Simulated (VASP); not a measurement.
The system is CdS.

```
CELL_PARAMETERS angstrom
4.16884 0.00000 0.00000
-2.08442 3.61032 0.00000
0.00000 0.00000 6.77962
ATOMIC_POSITIONS crystal
Cd 0.66667 0.33333 0.50022
Cd 0.33333 0.66667 0.00022
S 0.66667 0.33333 0.87678
S 0.33333 0.66667 0.37678
```

```yaml
Program: VASP 6.6.1
Task: relaxation of cell and atoms
Functional: LDA
Potentials_or_basis: VASP PAW LDA potentials, release 64 (Cd, S)
Cutoff: 600 eV
k_mesh: 6 × 6 × 4
Occupations: gaussian, width 0.02 eV
Spin: no spin polarisation
```

At the start: pressure -3.5 GPa; volume 25.51 Å³/atom.

**Question.** Where does the relaxation end?

**Answer.** Over 30 steps the energy falls by 17.2 meV/atom and the volume is 24.03 Å³/atom (-5.8 %); space group P6_3mc (No. 186, to 0.1 Å) before and after.

The path:
```
step  energy change (eV)  largest force (eV/Å)  pressure (GPa)  volume (Å³)
   1              0.0000                0.0026           -3.52       102.04
   2             -0.0579                0.0096            1.62        93.98
   3             -0.0686                0.0053            0.00        96.13
   4             -0.0686                0.0055            0.08        96.02
   5             -0.0686                0.0043           -0.03        96.17
   6             -0.0686                0.0047           -0.03        96.15
   7             -0.0686                0.0048           -0.01        96.12
   8             -0.0686                0.0052            0.00        96.12
   9             -0.0686                0.0046            0.02        96.12
  10             -0.0686                0.0042            0.02        96.13
  11             -0.0686                0.0032           -0.02        96.15
  12             -0.0686                0.0023           -0.02        96.14
  13             -0.0686                0.0009            0.03        96.09
  14             -0.0686                0.0016            0.03        96.11
  15             -0.0686                0.0027            0.01        96.12
  16             -0.0686                0.0002            0.00        96.12
  17             -0.0686                0.0010            0.01        96.12
  18             -0.0686                0.0003            0.01        96.12
  19             -0.0686                0.0002            0.00        96.13
  20             -0.0686                0.0010            0.00        96.15
  21             -0.0686                0.0039           -0.04        96.18
  22             -0.0686                0.0018           -0.01        96.16
  23             -0.0686                0.0004           -0.02        96.15
  24             -0.0686                0.0007           -0.02        96.15
  25             -0.0686                0.0010           -0.01        96.15
  26             -0.0686                0.0005           -0.01        96.13
  27             -0.0686                0.0019            0.06        96.06
  28             -0.0686                0.0000            0.01        96.11
  29             -0.0686                0.0005            0.03        96.12
  30             -0.0686                0.0005            0.01        96.12
```

Final structure:
```cif
data_structure
_symmetry_space_group_name_H-M 'P 1'
_symmetry_Int_Tables_number 1
_cell_length_a 4.0844
_cell_length_b 4.0844
_cell_length_c 6.6532
_cell_angle_alpha 90.000
_cell_angle_beta 90.000
_cell_angle_gamma 120.000
_cell_volume 96.12
loop_
_atom_site_label
_atom_site_type_symbol
_atom_site_fract_x
_atom_site_fract_y
_atom_site_fract_z
_atom_site_occupancy
Cd1 Cd 0.66667 0.33333 0.50044 1
Cd2 Cd 0.33333 0.66667 0.00044 1
S1 S 0.66667 0.33333 0.87656 1
S2 S 0.33333 0.66667 0.37656 1
```
